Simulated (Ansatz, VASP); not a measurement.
**Two plane-wave programs on Cd3SeS2**

```
CELL_PARAMETERS angstrom
4.25230 0.00000 0.00000
-2.12615 3.68260 0.00000
0.00000 0.00000 10.42849
ATOMIC_POSITIONS crystal
Cd 0.00000 0.00000 0.99097
Cd 0.33333 0.66667 0.66659
Cd 0.66667 0.33333 0.34292
Se 0.00000 0.00000 0.24786
S 0.33333 0.66667 0.91300
S 0.66667 0.33333 0.58866
```

Alike in both runs: functional PBE; k mesh 6 × 6 × 4; occupations gaussian, width 0.02 eV; no spin polarisation.

Ansatz relaxed the structure, and its values are those at the end. VASP's run is a single point on that final structure, the one shown.

|  | VASP | Ansatz |
| --- | --- | --- |
| version | VASP 6.6.1 | Ansatz 0.2.0 |
| potentials or method | VASP PAW PBE potentials, release 64 (Cd, Se, S), cutoff 520 eV | scalar-relativistic, plane waves, PAW |
| valence electrons in the cell | 54 | 88 |

```csv
,VASP,Ansatz,Ansatz less VASP
gap on the k mesh at the Fermi level (eV),0.66,0.66,+0.001
least direct gap on the mesh (eV),0.66,0.66,+0.001
pressure (GPa),0.3,0.0,-0.28
```

VASP's potentials hold 54 valence electrons a cell and Ansatz's 88, so a difference there can come from the potentials and not from the codes.
